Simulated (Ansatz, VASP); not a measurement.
Cu: VASP beside Ansatz

```
CELL_PARAMETERS angstrom
0.00000 1.80750 1.80750
1.82557 0.00000 1.80750
1.82557 1.80750 0.00000
ATOMIC_POSITIONS crystal
Cu 0.00000 0.00000 0.00000
```

Change from the starting cell: strain +0.0100 x Voigt [1, 0, 0, 0, 0, 0], atoms carried along.

Alike in both runs: task single point; functional PBEsol; k mesh 22 × 22 × 22; occupations gaussian, width 0.15 eV; no spin polarisation.

|  | VASP | Ansatz |
| --- | --- | --- |
| version | VASP 6.6.1 | Ansatz 0.2.0 |
| potentials or method | VASP PAW PBE potentials, release 64 (Cu), cutoff 520 eV | scalar-relativistic, plane waves, PAW |
| valence electrons in the cell | 11 | 19 |

```tsv
	VASP	Ansatz	Ansatz less VASP
gap on the k mesh at the Fermi level (eV)	none	none	-
pressure (GPa)	-7.1	-7.8	-0.65
traceless stress, the component that is largest in VASP (GPa)	-0.38	-0.39	-0.009
```

VASP's potentials were made for PBE, not for PBEsol. A gap of «none» marks a metal or a gap that the smearing closes. With one functional, cell and mesh, what is left measures potentials, basis and numerics. VASP's potentials hold 11 valence electrons a cell and Ansatz's 19, so a difference there can come from the potentials and not from the codes.
